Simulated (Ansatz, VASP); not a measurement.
**CsBr in VASP and in Ansatz**

File INCAR:

```
SYSTEM = CsBr
  PREC = Accurate
  ENCUT = 500
  EDIFF = 1E-6
  ISMEAR = 0
  SIGMA = 0.05
  LREAL = .FALSE.
  LASPH = .TRUE.
  NELM = 120
  ALGO = Normal
  ISIF = 2
  LWAVE = .FALSE.
  LCHARG = .FALSE.
  GGA = PE
  NBANDS = 15
  GGA_COMPAT = .FALSE.
```

The input KPOINTS:

```
Automatic mesh
0
G
  8 8 8
  0 0 0
```

The input POSCAR:

```
CsBr
1.0
    4.2860000000      0.0000000000      0.0000000000
    0.0000000000      4.2860000000      0.0000000000
    0.0000000000      0.0000000000      4.2860000000
Cs Br
1 1
Direct
    0.0000000000      0.0000000000      0.0000000000
    0.5000000000      0.5000000000      0.5000000000
```

Input for Ansatz:

```yaml
crystal:
  lattice:
    - [4.286, 0.0, 0.0]
    - [0.0, 4.286, 0.0]
    - [0.0, 0.0, 4.286]
  atoms:
    - { symbol: Cs, position: [0.0, 0.0, 0.0] }
    - { symbol: Br, position: [0.5, 0.5, 0.5] }
basis:
  ecutwfc: 420
  fft_grid_basis: typed
kpoints:
  mp_grid: { grid: [8, 8, 8] }
hamiltonian:
  xc: pbe
  pseudopotentials: { kind: paw }
scf:
  occupations: { method: gaussian, width: 0.05 }
  n_extra_bands: 6
output:
  forces: true
  stress: false
  eigenvalues: true
  bader: false
  write_density: false
  volumetric_format: npy
  band_densities:
    - { e_range: [-2.86, -2.25] }
    - { e_range: [2.25, 2.86] }
    - { e_range: [-3.62, -2.23] }
    - { e_range: [-9.24, -8.42] }
    - { e_range: [-14.68, -14.42] }
    - { e_range: [-22.05, -21.85] }
  dos:
    e_range: [-30, 8]
    de: 0.02
    method: { smearing: { sigma: 0.03, scheme: gaussian } }
    projected: { site_lists: { Br: [Br], Cs: [Cs] } }
checkpoint:
  read: start.run
  write: ck
  compress: false
  write_wavefunctions: false
  write_every: 100000
```

Alike in both runs: task single point; functional PBE; k mesh 8 × 8 × 8; occupations gaussian, width 0.05 eV; no spin polarisation.

```csv
,VASP,Ansatz
version,VASP 6.6.1,Ansatz 0.2.0
potentials or method,"VASP PAW PBE potentials, release 64 (Cs_sv, Br), cutoff 500 eV","scalar-relativistic, plane waves, PAW"
valence electrons in the cell,16,16
```

```tsv
	VASP	Ansatz	Ansatz less VASP
gap on the k mesh at the Fermi level (eV)	4.52	4.53	+0.010
```

The functional is the same, so the differences come from potentials, cutoffs and numerics.

Spin-orbit coupling is off throughout.
